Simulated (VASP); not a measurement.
Ca: single point with PBE

Crystal: Ca.

```
CELL_PARAMETERS angstrom
3.73434 0.00000 0.00000
-1.86717 3.23403 0.00000
0.00000 0.00000 12.33220
ATOMIC_POSITIONS crystal
Ca 0.00000 0.00000 0.00000
Ca 0.00000 0.00000 0.50000
Ca 0.33333 0.66667 0.25000
Ca 0.66667 0.33333 0.75000
```

```
Program                : VASP 6.6.1
Task                   : single point
Functional             : PBE
Potentials or basis    : VASP PAW PBE potentials, release 64 (Ca_sv)
Cutoff                 : 520 eV
k mesh                 : 10 × 10 × 3
Occupations            : fermi-dirac, width 0.08 eV
Spin                   : no spin polarisation
Dipole correction      : no
Further INCAR settings : ALGO = Normal; EDIFF = 1e-06; NBANDS = 28
```

| Property | Result |
| --- | --- |
| Pressure | 2.7 GPa |
| Band gap on the k mesh | zero (band 20 reaches 2.66 eV, above the bottom of band 21 at 2.39 eV) |

Levels at points of the mesh, in eV from the Fermi level:
| k point | band 18 | band 19 | band 20 | band 21 | band 22 | band 23 |
| --- | --- | --- | --- | --- | --- | --- |
| (0.00, 0.00, 0.00) | -3.17 | -3.17 | -1.11 | -0.13 | 1.42 | 1.43 |
| (0.50, 0.00, 0.00) | -0.81 | -0.78 | -0.63 | 0.02 | 0.21 | 0.39 |

It took 100 s on 1 thread of Intel Xeon 6975P-C, with other jobs on the host, peak memory 0.3 GiB.
